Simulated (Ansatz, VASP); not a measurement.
## SrTiO3 in VASP and in Ansatz

```
Sr Ti O
1.0
     3.93649    0.00000    0.00000
     0.00000    3.93649    0.00000
     0.00000    0.00000    3.93649
Sr Ti O
1 1 3
Direct
  0.00000 0.00000 0.00000
  0.50000 0.50000 0.50000
  0.00000 0.50000 0.50000
  0.50000 0.00000 0.50000
  0.50000 0.50000 0.00000
```

Alike in both runs: task single point; functional PBE; k mesh 8 × 8 × 8; occupations gaussian, width 0.02 eV; no spin polarisation; Hubbard terms Ti d U = 4.0 eV.

|  | VASP | Ansatz |
| --- | --- | --- |
| version | VASP 6.6.1 | Ansatz 0.2.0 |
| potentials or method | VASP PAW PBE potentials, release 64 (Sr_sv, Ti_sv, O), cutoff 520 eV | scalar-relativistic, plane waves, PAW |
| valence electrons in the cell | 40 | 40 |

Ansatz gave:

* gap on the k mesh at the Fermi level (eV): 2.32
* least direct gap on the mesh (eV): 2.74
* pressure (GPa): 1.4

Task: Which values does VASP return?

Result: gap on the k mesh at the Fermi level (eV): 2.33; least direct gap on the mesh (eV): 2.76; pressure (GPa): 4.2.

The programs project onto different local orbitals, so the same U acts differently, and such runs can settle in different states.
